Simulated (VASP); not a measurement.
TaN, 2 atoms in the cell. The structure is trigonal, space group R-3m (No. 166). Conventional cell: a = 3.273 Å, b = 3.273 Å, c = 6.684 Å, α = 90.00°, β = 90.00°, γ = 120.00°. Within 2.9 Å of Ta (site symmetry -3m) lie 6 N at 2.19 Å. Within 2.9 Å of N (site symmetry -3m) lie 6 Ta at 2.19 Å. 

```yaml
Program: VASP 6.6.1
Task: single point
Functional: PBE
Potentials_or_basis: VASP PAW PBE potentials, release 64 (Ta_pv, N)
Cutoff: 520 eV
k_mesh: 20 × 20 × 20
Occupations: gaussian, width 0.15 eV
Spin: no spin polarisation
Dipole_correction: no
Further_INCAR_settings: ALGO = Normal; EDIFF = 1e-06; NBANDS = 15
```

Potentials or basis: VASP PAW PBE potentials, release 64 (Ta_pv, N).

The run is started by

```bash
$ cat potpaw_PBE.64/Ta_pv/POTCAR potpaw_PBE.64/N/POTCAR > POTCAR
$ mpirun -np 1 vasp_std > vasp.out
```

Hardware: 1 thread of Intel(R) Xeon(R) Platinum 8259CL CPU @ 2.50GHz (Skylake/Cascade Lake), with other jobs on the host.

Question: How long does it take, and how much memory?

Answer: Run time: 120 s on 1 thread of Intel(R) Xeon(R) Platinum 8259CL CPU @ 2.50GHz (Skylake/Cascade Lake) (shared host), peak memory 0.35 GiB. Counts: scf iterations 13, k points 781.
